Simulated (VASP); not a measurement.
# V (Im-3m) in VASP: a series of runs

The runs below take V through relaxation of cell and atoms, with LDA, PBE, PBEsol, RPBE.

All numbers are computed with VASP 6.6.1; they aren't measurements. Logs are shortened: lines on timing, memory, paths and dates and some standing lists are left out, and cuts for length are marked.

**1. The cell of the first run**

Symmetry: Im-3m, No. 229, cubic system. The conventional cell has a = 3.029 Å, b = 3.029 Å, c = 3.029 Å, α = 90.00°, β = 90.00°, γ = 90.00°. Within 3.5 Å of V (site symmetry m-3m) lie 14 V at 2.62 to 3.03 Å.

**2. Relaxation of cell and atoms, LDA, collinear spin, ferromagnetic start**

File INCAR:

```
PREC = Accurate
ENCUT = 600
EDIFF = 1E-6
ISMEAR = -1
SIGMA = 0.05
LREAL = False
LASPH = True
NELM = 150
ALGO = Normal
ISIF = 3
LWAVE = False
LCHARG = False
ISPIN = 2
MAGMOM = 2
LORBIT = 11
LMAXMIX = 4
GGA = CA
IBRION = 2
NSW = 80
EDIFFG = -0.005
```

File KPOINTS:

```
regular mesh
0
Gamma
  9 9 9
```

File POSCAR:

```
V
1.0
   -1.5143500000      1.5143500000      1.5143500000
    1.5143500000     -1.5143500000      1.5143500000
    1.5143500000      1.5143500000     -1.5143500000
V
1
Direct
    0.0000000000      0.0000000000      0.0000000000
```

Potentials or basis: VASP PAW LDA potentials, release 64 (V_sv).

The run is started by

```
$ cat potpaw_LDA.64/V_sv/POTCAR > POTCAR
$ mpirun -np 1 vasp_std > vasp.out
```

OUTCAR:

```text
PREC = Accurate
   ENCUT = 600
   EDIFF = 1E-6
   ISMEAR = -1
   LREAL = False
   LASPH = True
   NELM = 150
   ISIF = 3
   ISPIN = 2
   LORBIT = 11
   GGA = CA
   IBRION = 2
   NSW = 80
   EDIFFG = -0.005

 ion  position               nearest neighbor table
   1  0.000  0.000  0.000-

  LATTYP: Found a body centered cubic cell.
 ALAT       =     3.0287000000

  Lattice vectors:

 A1 = (  -1.5143500000,   1.5143500000,   1.5143500000)
 A2 = (   1.5143500000,  -1.5143500000,   1.5143500000)
 A3 = (   1.5143500000,   1.5143500000,  -1.5143500000)

Analysis of symmetry for initial positions (statically):
=====================================================================
 Subroutine PRICEL returns:
 Original cell was already a primitive cell.

 Routine SETGRP: Setting up the symmetry group for a
 body centered cubic supercell.

 Subroutine GETGRP returns: Found 48 space group operations
 (whereof 48 operations were pure point group operations)
 out of a pool of 48 trial point group operations.

The static configuration has the point symmetry O_h .

Analysis of symmetry for dynamics (positions and initial velocities):
=====================================================================
 Subroutine PRICEL returns:
 Original cell was already a primitive cell.

 Routine SETGRP: Setting up the symmetry group for a
 body centered cubic supercell.

 Subroutine GETGRP returns: Found 48 space group operations
 (whereof 48 operations were pure point group operations)
 out of a pool of 48 trial point group operations.

The dynamic configuration has the point symmetry O_h .

Analysis of structural, dynamic, and magnetic symmetry:
=====================================================================
 Subroutine PRICEL returns:
 Original cell was already a primitive cell.

 Routine SETGRP: Setting up the symmetry group for a
 body centered cubic supercell.

 Subroutine GETGRP returns: Found 48 space group operations
 (whereof 48 operations were pure point group operations)
 out of a pool of 48 trial point group operations.

The overall configuration has the point symmetry O_h .

 Subroutine INISYM returns: Found 48 space group operations
 (whereof 48 operations are pure point group operations),
 and found     1 'primitive' translations

----------------------------------------------------------------------------------------

                                     Primitive cell

  volume of cell :      13.8912

  direct lattice vectors                    reciprocal lattice vectors
    -1.514350000  1.514350000  1.514350000     0.000000000  0.330174662  0.330174662
     1.514350000 -1.514350000  1.514350000     0.330174662  0.000000000  0.330174662
     1.514350000  1.514350000 -1.514350000     0.330174662  0.330174662  0.000000000

  length of vectors
     2.622931140  2.622931140  2.622931140     0.466937486  0.466937486  0.466937486

  position of ions in fractional coordinates (direct lattice)
     0.000000000  0.000000000  0.000000000

  ion indices of the primitive-cell ions
   primitive index   ion index
                 1           1

----------------------------------------------------------------------------------------

 KPOINTS: regular mesh

Automatic generation of k-mesh.
 Grid dimensions read from file:
 generate k-points for:    9    9    9

 Generating k-lattice:

  Cartesian coordinates                     Fractional coordinates (reciprocal lattice)
     0.000000000  0.036686074  0.036686074     0.111111111  0.000000000  0.000000000
     0.036686074  0.000000000  0.036686074     0.000000000  0.111111111  0.000000000
     0.036686074  0.036686074  0.000000000     0.000000000  0.000000000  0.111111111

  Length of vectors
     0.051881943  0.051881943  0.051881943

  Shift w.r.t. Gamma in fractional coordinates (k-lattice)
     0.000000000  0.000000000  0.000000000

 Subroutine IBZKPT returns following result:
 ===========================================

 Found     35 irreducible k-points:

 Following reciprocal coordinates:
            Coordinates               Weight
  0.000000  0.000000  0.000000      1.000000
  0.111111  0.000000  0.000000     12.000000
  0.222222  0.000000  0.000000     12.000000
  0.333333  0.000000  0.000000     12.000000
  0.444444  0.000000  0.000000     12.000000
  0.111111  0.111111  0.000000     24.000000
[... 16 lines left out ...]
 -0.333333  0.444444  0.111111     48.000000
 -0.444444 -0.444444  0.111111     24.000000
 [... further k-points ...]
   k-points           NKPTS =     35   k-points in BZ     NKDIM =     35   number of bands    NBANDS=     11
   number of dos      NEDOS =    301   number of ions     NIONS =      1
   total plane-waves  NPLWV =  13824
   dimension x,y,z NGX =    24 NGY =   24 NGZ =   24
   dimension x,y,z NGXF=    48 NGYF=   48 NGZF=   48
   ions per type =               1
   NGX,Y,Z   is equivalent  to a cutoff of  15.21, 15.21, 15.21 a.u.
   NGXF,Y,Z  is equivalent  to a cutoff of  30.42, 30.42, 30.42 a.u.
 SYSTEM =  unknown system
   PREC   = accura    normal or accurate (medium, high low for compatibility)
   ISTART =      0    job   : 0-new  1-cont  2-samecut
   ICHARG =      2    charge: 1-file 2-atom 10-const
   ISPIN  =      2    spin polarized calculation?
   LNONCOLLINEAR =      F non collinear calculations
   LSORBIT =      F    spin-orbit coupling
   LASPH  =      T    aspherical Exc in radial PAW
   ENCUT  =  600.0 eV  44.10 Ry    6.64 a.u.   5.24  5.24  5.24*2*pi/ulx,y,z
   NELM   =    150;   NELMIN=  2; NELMDL= -5     # of ELM steps
   EDIFF  = 0.1E-05   stopping-criterion for ELM
   LREAL  =      F    real-space projection
   EDIFFG = -.5E-02   stopping-criterion for IOM
   NSW    =     80    number of steps for IOM
   IBRION =      2    ionic relax: 0-MD 1-quasi-New 2-CG
   NFREE  =      1    steps in history (QN), initial steepest desc. (CG)
   ISIF   =      3    stress and relaxation
   ISYM   =      2    0-nonsym 1-usesym 2-fastsym
   POTIM  = 0.5000    time-step for ionic-motion
   TEBEG  =    0.0;   TEEND  =   0.0 temperature during run
   PSTRESS=    0.0 pullay stress
   NELECT =      13.0000    total number of electrons
   NUPDOWN=      -1.0000    fix difference up-down
   EMIN   =  10.00;   EMAX   =-10.00  energy-range for DOS
   EFERMI =   0.00;   METHOD = LEGACY
   ISMEAR =    -1;   SIGMA  =   0.05  broadening in eV -4-tet -1-fermi 0-gaus
   EFERMI_NEDOS =   21; number of points for ismear=-14 and -15
   IALGO  =     38    algorithm
   IMIX   =      4    mixing-type and parameters
     AMIX     =   0.40;   BMIX     =  1.00
     AMIX_MAG =   1.60;   BMIX_MAG =  1.00
  volume/ion in A,a.u.               =      13.89        93.74
  Fermi-wavevector in a.u.,A,eV,Ry     =   1.601313  3.026044 34.888125  2.564205
  Thomas-Fermi vector in A             =   2.698311
   LORBIT       =     11    0 simple, 1 ext, 2 COOP (PROOUT), +10 PAW based schemes
   GGA     = CA    functional components
   LHFCALC =     F    Hartree Fock is set to
   AEXX    =    0.0000 exact exchange contribution
   IVDW    =     0    specifies the selected vdW correction
   LEPSILON=     F    determine dielectric tensor
   LRPA    =     F    only Hartree local field effects (RPA)
 conjugate gradient relaxation of ions
 spin polarized calculation
  energy-cutoff  :      600.00
  volume of cell :       13.89
 maximum number of plane-waves:       473
 NGX is ok and might be reduce to    24
   NGX = 11   NGY = 11   NGZ = 11

--------------------------------------- Ionic step        1  -------------------------------------------

 number of electron      13.0000003 magnetization       0.0000050

 Free energy of the ion-electron system (eV)
  ---------------------------------------------------
  ext. energy  EPLUGINS =         0.00000000
  ---------------------------------------------------
  free energy    TOTEN  =        -9.87552547 eV

  energy without entropy =       -9.85602126  energy(sigma->0) =       -9.86577336

 E-fermi :   9.1719     XC(G=0): -13.0535

 val. band max:        9.1674050932   @ k =   0.2222   0.0000   0.0000
 cond. band min:       9.1997841195   @ k =  -0.2222   0.3333   0.1111
 fundamental gap:      0.0323790263
 Fermi energy:         9.1718661451

 spin component 1

 k-point     1 :       0.0000    0.0000    0.0000
  band No.  band energies     occupation
      1     -53.8565      1.00000
      2     -27.6108      1.00000
      3     -27.6108      1.00000
      4     -27.6108      1.00000
      5       2.6540      1.00000
      6       9.5078      0.00121
      7       9.5078      0.00121
      8       9.5078      0.00121
      9      11.4242      0.00000
     10      11.4242      0.00000
     11      29.4071      0.00000

 k-point     2 :       0.1111    0.0000    0.0000
  band No.  band energies     occupation
      1     -53.8352      1.00000
      2     -27.7134      1.00000
      3     -27.6424      1.00000
      4     -27.6115      1.00000
      5       3.1320      1.00000
      6       9.3124      0.05676
      7       9.4511      0.00374
      8       9.8471      0.00000
      9      11.2286      0.00000
     10      11.4392      0.00000
     11      28.4773      0.00000
[... 861 lines left out ...]
  FREE ENERGIE OF THE ION-ELECTRON SYSTEM (eV)
  ---------------------------------------------------
  free  energy   TOTEN  =        -9.9630024156 eV

  energy  without entropy=       -9.9512459354  energy(sigma->0) =       -9.95712418

--------------------------------------- Ionic step        7  -------------------------------------------

 number of electron      13.0000003 magnetization      -0.0000056

 number of electron      13.0000003 magnetization       0.0000084

 Free energy of the ion-electron system (eV)
  ---------------------------------------------------
  ext. energy  EPLUGINS =         0.00000000
  ---------------------------------------------------
  free energy    TOTEN  =        -9.96303807 eV

  energy without entropy =       -9.95139784  energy(sigma->0) =       -9.95721795

 E-fermi :  10.5609     XC(G=0): -13.6492

 val. band max:       10.5273277623   @ k =   0.2222   0.0000   0.0000
 cond. band min:      10.5660143686   @ k =  -0.2222   0.2222   0.1111
 fundamental gap:      0.0386866063
 Fermi energy:        10.5609303547

 spin component 1

 k-point     1 :       0.0000    0.0000    0.0000
  band No.  band energies     occupation
      1     -52.3573      1.00000
      2     -25.9158      1.00000
      3     -25.9158      1.00000
      4     -25.9158      1.00000
      5       3.8176      1.00000
      6      10.9109      0.00091
      7      10.9109      0.00091
      8      10.9109      0.00091
      9      13.1101      0.00000
     10      13.1101      0.00000
     11      31.6149      0.00000

 k-point     2 :       0.1111    0.0000    0.0000
  band No.  band energies     occupation
      1     -52.3249      1.00000
      2     -26.0607      1.00000
      3     -25.9592      1.00000
      4     -25.9171      1.00000
      5       4.3440      1.00000
      6      10.6809      0.08320
      7      10.8435      0.00350
      8      11.3040      0.00000
      9      12.8751      0.00000
     10      13.1271      0.00000
     11      30.9002      0.00000
[... 670 lines left out ...]
 POSITION                                       TOTAL-FORCE (eV/Angst)
 -----------------------------------------------------------------------------------
      0.00000      0.00000      0.00000         0.000000     -0.000000     -0.000000
 -----------------------------------------------------------------------------------
    total drift:                               -0.000000     -0.000000      0.000000

  FREE ENERGIE OF THE ION-ELECTRON SYSTEM (eV)
  ---------------------------------------------------
  free  energy   TOTEN  =        -9.9630380696 eV

  energy  without entropy=       -9.9513978402  energy(sigma->0) =       -9.95721795

 reached required accuracy - stopping structural energy minimisation

 total charge

# of ion       s       p       d       tot
------------------------------------------
    1        2.365   6.233   3.230  11.828

 magnetization (x)

# of ion       s       p       d       tot
------------------------------------------
    1        0.000   0.000  -0.000  -0.000
```

It took 60 s on 1 thread of AMD EPYC 7R43 (Zen 3), shared host; peak memory 0.12 GiB.

What came out:

```
Free energy                                           : -9.9630 eV
Relaxed volume                                        : 12.47 Å³/atom
Relaxed cell                                          : a = 2.530 Å, b = 2.530 Å, c = 2.530 Å, α = 109.47°, β = 109.47°, γ = 109.47°
Space group after relaxing (to 0.05 Å)                : Im-3m (No. 229)
Energy gained by relaxing                             : 87.5 meV/atom
Ionic steps                                           : 7
Pressure after relaxing                               : 0.0 GPa
Net moment                                            : 0.00 μB per cell
Valence electrons inside the program's atomic spheres : V 11.83
```

Step by step:
```tsv
step	energy change (eV)	largest force (eV/Å)	pressure (GPa)	volume (Å³)
1	0.0000	0.0000	-17.92	13.89
2	0.0582	0.0000	35.29	11.00
3	-0.0874	0.0000	-0.70	12.51
4	-0.0875	0.0000	-0.09	12.48
5	-0.0875	0.0000	0.37	12.45
6	-0.0875	0.0000	-0.48	12.50
7	-0.0875	0.0000	0.01	12.47
```

Final structure:
```cif
data_structure
_symmetry_space_group_name_H-M 'P 1'
_symmetry_Int_Tables_number 1
_cell_length_a 2.5304
_cell_length_b 2.5304
_cell_length_c 2.5304
_cell_angle_alpha 109.471
_cell_angle_beta 109.471
_cell_angle_gamma 109.471
_cell_volume 12.47
loop_
_atom_site_label
_atom_site_type_symbol
_atom_site_fract_x
_atom_site_fract_y
_atom_site_fract_z
_atom_site_occupancy
V1 V 0.00000 0.00000 0.00000 1
```

Levels at points of the mesh, in eV from the Fermi level:
Spin up:
```csv
k point,band 3,band 4,band 5,band 6,band 7,band 8,band 9,band 10
"(0.00, 0.00, 0.00)",-36.48,-36.48,-6.74,0.35,0.35,0.35,2.55,2.55
```
Spin down:
```csv
k point,band 3,band 4,band 5,band 6,band 7,band 8,band 9,band 10
"(0.00, 0.00, 0.00)",-36.48,-36.48,-6.74,0.35,0.35,0.35,2.55,2.55
```

Caveat: the volume moved by -10 % from the deposited cell, more than functionals usually miss. LDA usually gives volumes a few per cent too small.

[end of part 1 of 2]
